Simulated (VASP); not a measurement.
# KF (Carobbiite) (Fm-3m) in VASP: a series of runs, part 3 of 3

VASP 6.6.1. Earlier steps stand in the parts before.

**5. Single point, r2SCAN (volume changed by +3%)**

Input file POSCAR:

```
KF
1.0
    0.0000000000      2.6852846910      2.6852846910
    2.6852846910      0.0000000000      2.6852846910
    2.6852846910      2.6852846910      0.0000000000
K F
1 1
Direct
    0.0000000000      0.0000000000      0.0000000000
    0.5000000000      0.5000000000      0.5000000000
```

Input file INCAR.step1:

```
SYSTEM = KF
ALGO = Normal
EDIFF = 1E-4
ENCUT = 520
GGA = PE
ISMEAR = 0
LASPH = .True.
LCHARG = .False.
LREAL = .False.
LWAVE = .True.
NBANDS = 15
NELM = 100
PREC = Accurate
SIGMA = 0.01
```

Input file INCAR.step2:

```
SYSTEM = KF
ALGO = Normal
EDIFF = 1E-7
ENCUT = 520
ISIF = 2
ISMEAR = 0
ISTART = 1
LASPH = .True.
LCHARG = .False.
LMIXTAU = .True.
LREAL = .False.
LWAVE = .False.
METAGGA = R2SCAN
NBANDS = 15
NELM = 100
PREC = Accurate
SIGMA = 0.01
```

Input file KPOINTS:

```
k-points
0
Gamma
  8 8 8
  0 0 0
```

Potentials or basis: VASP PAW PBE potentials, release 64 (K_sv, F).

Started as:

```
cat potpaw_PBE.64/K_sv/POTCAR potpaw_PBE.64/F/POTCAR > POTCAR
cp INCAR.step1 INCAR
mpirun -np 1 vasp_std > vasp.out
cp INCAR.step2 INCAR
mpirun -np 1 vasp_std > vasp.out
```

OUTCAR:

```text
SYSTEM = KF
   EDIFF = 1E-7
   ENCUT = 520
   ISIF = 2
   ISMEAR = 0
   ISTART = 1
   LASPH = .True.
   LREAL = .False.
   METAGGA = R2SCAN
   NELM = 100
   PREC = Accurate

 ion  position               nearest neighbor table
   1  0.000  0.000  0.000-   2 2.69   2 2.69   2 2.69   2 2.69   2 2.69   2 2.69
   2  0.500  0.500  0.500-   1 2.69   1 2.69   1 2.69   1 2.69   1 2.69   1 2.69

  LATTYP: Found a face centered cubic cell.
 ALAT       =     5.3705693820

  Lattice vectors:

 A1 = (   0.0000000000,   2.6852846910,   2.6852846910)
 A2 = (   2.6852846910,   0.0000000000,   2.6852846910)
 A3 = (   2.6852846910,   2.6852846910,   0.0000000000)

Analysis of symmetry for initial positions (statically):
=====================================================================
 Subroutine PRICEL returns:
 Original cell was already a primitive cell.

 Routine SETGRP: Setting up the symmetry group for a
 face centered cubic supercell.

 Subroutine GETGRP returns: Found 48 space group operations
 (whereof 48 operations were pure point group operations)
 out of a pool of 48 trial point group operations.

The static configuration has the point symmetry O_h .

Analysis of symmetry for dynamics (positions and initial velocities):
=====================================================================
 Subroutine PRICEL returns:
 Original cell was already a primitive cell.

 Routine SETGRP: Setting up the symmetry group for a
 face centered cubic supercell.

 Subroutine GETGRP returns: Found 48 space group operations
 (whereof 48 operations were pure point group operations)
 out of a pool of 48 trial point group operations.

The dynamic configuration has the point symmetry O_h .

 Subroutine INISYM returns: Found 48 space group operations
 (whereof 48 operations are pure point group operations),
 and found     1 'primitive' translations

----------------------------------------------------------------------------------------

                                     Primitive cell

  volume of cell :      38.7259

  direct lattice vectors                    reciprocal lattice vectors
     0.000000000  2.685284691  2.685284691    -0.186199996  0.186199996  0.186199996
     2.685284691  0.000000000  2.685284691     0.186199996 -0.186199996  0.186199996
     2.685284691  2.685284691  0.000000000     0.186199996  0.186199996 -0.186199996

  length of vectors
     3.797566029  3.797566029  3.797566029     0.322507854  0.322507854  0.322507854

  position of ions in fractional coordinates (direct lattice)
     0.000000000  0.000000000  0.000000000
     0.500000000  0.500000000  0.500000000

  ion indices of the primitive-cell ions
   primitive index   ion index
                 1           1
                 2           2

----------------------------------------------------------------------------------------

 KPOINTS: k-points

Automatic generation of k-mesh.
 Grid dimensions read from file:
 generate k-points for:    8    8    8

 Generating k-lattice:

  Cartesian coordinates                     Fractional coordinates (reciprocal lattice)
    -0.023275000  0.023275000  0.023275000     0.125000000  0.000000000  0.000000000
[... 42 lines left out ...]
   number of dos      NEDOS =    301   number of ions     NIONS =      2
   total plane-waves  NPLWV =  21952
   dimension x,y,z NGX =    28 NGY =   28 NGZ =   28
   dimension x,y,z NGXF=    56 NGYF=   56 NGZF=   56
   ions per type =               1   1
   NGX,Y,Z   is equivalent  to a cutoff of  12.26, 12.26, 12.26 a.u.
   NGXF,Y,Z  is equivalent  to a cutoff of  24.52, 24.52, 24.52 a.u.
 SYSTEM =  KF
   PREC   = accura    normal or accurate (medium, high low for compatibility)
   ISTART =      1    job   : 0-new  1-cont  2-samecut
   ICHARG =      0    charge: 1-file 2-atom 10-const
   ISPIN  =      1    spin polarized calculation?
   LNONCOLLINEAR =      F non collinear calculations
   LSORBIT =      F    spin-orbit coupling
   LASPH  =      T    aspherical Exc in radial PAW
   ENCUT  =  520.0 eV  38.22 Ry    6.18 a.u.   7.06  7.06  7.06*2*pi/ulx,y,z
   NELM   =    100;   NELMIN=  2; NELMDL=  0     # of ELM steps
   EDIFF  = 0.1E-06   stopping-criterion for ELM
   LREAL  =      F    real-space projection
   EDIFFG = 0.1E-05   stopping-criterion for IOM
   NSW    =      0    number of steps for IOM
   IBRION =     -1    ionic relax: 0-MD 1-quasi-New 2-CG
   NFREE  =      0    steps in history (QN), initial steepest desc. (CG)
   ISIF   =      2    stress and relaxation
   ISYM   =      2    0-nonsym 1-usesym 2-fastsym
   POTIM  = 0.5000    time-step for ionic-motion
   TEBEG  =    0.0;   TEEND  =   0.0 temperature during run
   PSTRESS=    0.0 pullay stress
   NELECT =      16.0000    total number of electrons
   NUPDOWN=      -1.0000    fix difference up-down
   EMIN   =  10.00;   EMAX   =-10.00  energy-range for DOS
   EFERMI =   0.00;   METHOD = LEGACY
   ISMEAR =     0;   SIGMA  =   0.01  broadening in eV -4-tet -1-fermi 0-gaus
   EFERMI_NEDOS =   21; number of points for ismear=-14 and -15
   IALGO  =     38    algorithm
   IMIX   =      4    mixing-type and parameters
     AMIX     =   0.40;   BMIX     =  1.00
     AMIX_MAG =   1.60;   BMIX_MAG =  1.00
  volume/ion in A,a.u.               =      19.36       130.67
  Fermi-wavevector in a.u.,A,eV,Ry     =   1.219311  2.304164 20.228044  1.486719
  Thomas-Fermi vector in A             =   2.354567
   LORBIT       =      0    0 simple, 1 ext, 2 COOP (PROOUT), +10 PAW based schemes
   METAGGA = R2SCAN    functional components
   LHFCALC =     F    Hartree Fock is set to
   AEXX    =    0.0000 exact exchange contribution
   IVDW    =     0    specifies the selected vdW correction
   LEPSILON=     F    determine dielectric tensor
   LRPA    =     F    only Hartree local field effects (RPA)
 non-spin polarized calculation
 Gauss-broadening in eV      SIGMA  =   0.01
  energy-cutoff  :      520.00
  volume of cell :       38.73
 maximum number of plane-waves:      1056
   NGX = 15   NGY = 15   NGZ = 15

 number of electron      15.9999994 magnetization

 Free energy of the ion-electron system (eV)
  ---------------------------------------------------
  ext. energy  EPLUGINS =         0.00000000
  ---------------------------------------------------
  free energy    TOTEN  =       -14.97080923 eV

  energy without entropy =      -14.97080923  energy(sigma->0) =      -14.97080923

 E-fermi :  -3.2667     XC(G=0):  -8.8231

 val. band max:       -3.3874137497   @ k =   0.0000   0.0000   0.0000
 cond. band min:       3.3626004003   @ k =   0.0000   0.0000   0.0000
 fundamental gap:      6.7500141500
 Fermi energy:        -3.2666933541

 k-point     1 :       0.0000    0.0000    0.0000
  band No.  band energies     occupation
      1     -30.5543      2.00000
      2     -23.1698      2.00000
      3     -13.0505      2.00000
      4     -13.0505      2.00000
      5     -13.0505      2.00000
      6      -3.3874      2.00000
      7      -3.3874      2.00000
      8      -3.3874      2.00000
      9       3.3626      0.00000
     10       8.0240      0.00000
     11       8.0240      0.00000
     12       8.0240      0.00000
     13       9.8640      0.00000
     14       9.8640      0.00000
[... 401 lines left out ...]
      2     -23.2286      2.00000
      3     -13.3548      2.00000
      4     -13.2526      2.00000
      5     -13.1195      2.00000
      6      -3.9250      2.00000
      7      -3.6495      2.00000
      8      -3.6296      2.00000
      9       6.5578      0.00000
     10       7.2471      0.00000
     11       9.1138      0.00000
     12      10.1307      0.00000
     13      11.4571      0.00000
     14      12.4509      0.00000
     15      12.8357      0.00000

 [... further k-points ...]

------------------------ aborting loop because EDIFF is reached ----------------------------------------

  FORCE on cell =-STRESS in cart. coord.  units (eV):
  Direction    XX          YY          ZZ          XY          YZ          ZX
  --------------------------------------------------------------------------------------
  -------------------------------------------------------------------------------------
  Total       -0.2463940     -0.2463940     -0.2463940      0.0000000      0.0000000     -0.0000000
  in kB      -10.1938863    -10.1938863    -10.1938863      0.0000000      0.0000000     -0.0000000
  external PRESSURE =     -10.1938863 kB  Pullay stress =       0.0000000 kB

 VOLUME and BASIS-vectors are now :
 -----------------------------------------------------------------------------
  energy-cutoff  :      520.00
  volume of cell :       38.73
      direct lattice vectors                 reciprocal lattice vectors
     0.000000000  2.685284691  2.685284691    -0.186199996  0.186199996  0.186199996
     2.685284691  0.000000000  2.685284691     0.186199996 -0.186199996  0.186199996
     2.685284691  2.685284691  0.000000000     0.186199996  0.186199996 -0.186199996

 POSITION                                       TOTAL-FORCE (eV/Angst)
 -----------------------------------------------------------------------------------
      0.00000      0.00000      0.00000         0.000000     -0.000000     -0.000000
      2.68528      2.68528      2.68528        -0.000000      0.000000      0.000000
 -----------------------------------------------------------------------------------
    total drift:                                0.000000      0.000000      0.000000

  FREE ENERGIE OF THE ION-ELECTRON SYSTEM (eV)
  ---------------------------------------------------
  free  energy   TOTEN  =       -14.9708092277 eV

  energy  without entropy=      -14.9708092277  energy(sigma->0) =      -14.97080923
```

OUTCAR.step1:

```text
SYSTEM = KF
   EDIFF = 1E-4
   ENCUT = 520
   GGA = PE
   ISMEAR = 0
   LASPH = .True.
   LREAL = .False.
[... 652 lines left out ...]
      0.00000      0.00000      0.00000        -0.000000      0.000000      0.000000
      2.68528      2.68528      2.68528         0.000000     -0.000000     -0.000000
 -----------------------------------------------------------------------------------
    total drift:                                0.000000      0.000000      0.000000

  FREE ENERGIE OF THE ION-ELECTRON SYSTEM (eV)
  ---------------------------------------------------
  free  energy   TOTEN  =        -8.2950134971 eV

  energy  without entropy=       -8.2950134971  energy(sigma->0) =       -8.29501350
```

Run time: 44 s. Hardware: 1 thread of AMD EPYC 9R45 (Zen 5), shared host; peak memory 0.14 GiB.

Results:

```
Free energy            : -14.9708 eV
Pressure               : -1.0 GPa
Band gap on the k mesh : 6.75 eV, direct
```

Caveat: the PAW data sets were made with another functional, which shifts forces and pressure a little. A k mesh can miss the band edges.

**6. Single point, r2SCAN (volume changed by +6%)**

Input file POSCAR:

```
KF
1.0
    0.0000000000      2.7111063201      2.7111063201
    2.7111063201      0.0000000000      2.7111063201
    2.7111063201      2.7111063201      0.0000000000
K F
1 1
Direct
    0.0000000000      0.0000000000      0.0000000000
    0.5000000000      0.5000000000      0.5000000000
```

Input file INCAR.step1:

```
SYSTEM = KF
PREC = Accurate ; ENCUT = 520
ISMEAR = 0 ; SIGMA = 0.01
LREAL = .False. ; LASPH = .True.
NELM = 60 ; NBANDS = 15
GGA = PE ; ALGO = Normal
EDIFF = 1E-4 ; LWAVE = .True.
LCHARG = .False.
```

Input file INCAR.step2:

```
SYSTEM = KF
PREC = Accurate ; ENCUT = 520
EDIFF = 1E-6 ; ISMEAR = 0
SIGMA = 0.01 ; LREAL = .False.
LASPH = .True. ; NELM = 60
ALGO = Normal ; ISIF = 2
LWAVE = .False. ; LCHARG = .True.
METAGGA = R2SCAN ; LMIXTAU = .True.
LELF = .True. ; LVHAR = .True.
NBANDS = 15 ; ISTART = 1
```

Input file KPOINTS:

```
regular mesh
0
Gamma
  8 8 8
  0 0 0
```

Potentials or basis: VASP PAW PBE potentials, release 64 (K_sv, F).

Started as:

```
cat potpaw_PBE.64/K_sv/POTCAR potpaw_PBE.64/F/POTCAR > POTCAR
cp INCAR.step1 INCAR
mpirun -np 1 vasp_std > vasp.out
cp INCAR.step2 INCAR
mpirun -np 1 vasp_std > vasp.out
```

OUTCAR:

```text
SYSTEM = KF
   PREC = Accurate
   ENCUT = 520
   EDIFF = 1E-6
   ISMEAR = 0
   LREAL = .False.
   LASPH = .True.
   NELM = 60
   ISIF = 2
   METAGGA = R2SCAN
   ISTART = 1

 ion  position               nearest neighbor table
   1  0.000  0.000  0.000-   2 2.71   2 2.71   2 2.71   2 2.71   2 2.71   2 2.71
   2  0.500  0.500  0.500-   1 2.71   1 2.71   1 2.71   1 2.71   1 2.71   1 2.71

  LATTYP: Found a face centered cubic cell.
 ALAT       =     5.4222126402

  Lattice vectors:

[... 621 lines left out ...]

  FORCE on cell =-STRESS in cart. coord.  units (eV):
  Direction    XX          YY          ZZ          XY          YZ          ZX
  --------------------------------------------------------------------------------------
  -------------------------------------------------------------------------------------
  Total       -0.4547528     -0.4547528     -0.4547528      0.0000000      0.0000000      0.0000000
  in kB      -18.2816877    -18.2816877    -18.2816877      0.0000000      0.0000000      0.0000000
  external PRESSURE =     -18.2816877 kB  Pullay stress =       0.0000000 kB

 VOLUME and BASIS-vectors are now :
 -----------------------------------------------------------------------------
  energy-cutoff  :      520.00
  volume of cell :       39.85
      direct lattice vectors                 reciprocal lattice vectors
     0.000000000  2.711106320  2.711106320    -0.184426555  0.184426555  0.184426555
     2.711106320  0.000000000  2.711106320     0.184426555 -0.184426555  0.184426555
     2.711106320  2.711106320  0.000000000     0.184426555  0.184426555 -0.184426555

 POSITION                                       TOTAL-FORCE (eV/Angst)
 -----------------------------------------------------------------------------------
      0.00000      0.00000      0.00000         0.000000     -0.000000      0.000000
      2.71111      2.71111      2.71111        -0.000000      0.000000     -0.000000
 -----------------------------------------------------------------------------------
    total drift:                                0.000000      0.000000      0.000000

  FREE ENERGIE OF THE ION-ELECTRON SYSTEM (eV)
  ---------------------------------------------------
  free  energy   TOTEN  =       -14.9621467645 eV

  energy  without entropy=      -14.9621467645  energy(sigma->0) =      -14.96214676
```

OUTCAR.step1:

```text
SYSTEM = KF
   PREC = Accurate
   ENCUT = 520
   ISMEAR = 0
   LREAL = .False.
   LASPH = .True.
[... 654 lines left out ...]
      0.00000      0.00000      0.00000         0.000000     -0.000000      0.000000
      2.71111      2.71111      2.71111        -0.000000      0.000000     -0.000000
 -----------------------------------------------------------------------------------
    total drift:                                0.000000      0.000000      0.000000

  FREE ENERGIE OF THE ION-ELECTRON SYSTEM (eV)
  ---------------------------------------------------
  free  energy   TOTEN  =        -8.2993152516 eV

  energy  without entropy=       -8.2993152516  energy(sigma->0) =       -8.29931525
```

Wall time 47 s (1 thread of AMD EPYC 9R45 (Zen 5), shared host); peak memory 0.15 GiB.

What came out:

```yaml
Free_energy: -14.9621 eV
Pressure: -1.8 GPa
Band_gap_on_the_k_mesh: 6.60 eV, direct
```

Caveat: the PAW data sets were made with another functional, which shifts forces and pressure a little.

**7. Overview**

| cell | gap on the mesh (eV) | pressure (GPa) |
| --- | --- | --- |
| a = 3.684 Å, angles 60.0°, 2 atoms | 7.26 | 2.6 |
| a = 3.722 Å, angles 60.0°, 2 atoms | 7.08 | 1.2 |
| a = 3.760 Å, angles 60.0°, 2 atoms | 6.91 | 0.0 |
| a = 3.798 Å, angles 60.0°, 2 atoms | 6.75 | -1.0 |
| a = 3.834 Å, angles 60.0°, 2 atoms | 6.60 | -1.8 |

Alike in all rows: task single point; level r2SCAN; potentials or basis VASP PAW PBE potentials, release 64 (K_sv, F); no spin polarisation; k mesh 8 × 8 × 8; cutoff (eV) 520; smearing gaussian 0.01 eV.

Caveats: the PAW data sets were made with another functional, which shifts forces and pressure a little.

Total energies depend on the potentials used, so only differences within one code and one set of settings carry meaning.
